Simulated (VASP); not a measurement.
Runs of VASP 6.6.1 on Ir. The structure is that of space group Fm-3m (No. 225), or close to it. The cells are those of the table. 

| cell | gap on the mesh (eV) | pressure (GPa) |
| --- | --- | --- |
| a = 2.647 Å, angles 60.0°, 1 atom | none | (a) |
| a = 2.716, b = 2.716, c = 2.647 Å, angles 60.8, 60.8, 58.3°, 1 atom | none | 11.9 |
| a = 2.681, b = 2.681, c = 2.647 Å, angles 60.4, 60.4, 59.2°, 1 atom | none | 22.9 |
| a = 2.783 Å, angles 60.0°, 1 atom | none | -22.9 |

Alike in all rows: task single point; level r2SCAN; potentials or basis VASP PAW PBE potentials, release 64 (Ir_sv_GW); no spin polarisation; k mesh 22 × 22 × 22; cutoff (eV) 620; smearing gaussian 0.15 eV.

Problem. Fill in the values left out.

Solution. (a) 35.9.

Caveats: the PAW data sets were made with another functional, which shifts forces and pressure a little; spin-orbit coupling is left out, which moves the levels of the heavy elements; the cell stands under pressure (at least some runs); the stress differs along the axes, from -2 to 19 GPa (at least some runs); the stress differs along the axes, from 15 to 27 GPa (at least some runs); the cell stands under tension (at least some runs).

A k mesh can miss the band edges, and the runs leave out spin-orbit coupling on Ir.

A gap of «none» marks levels without a gap at the run's occupations.
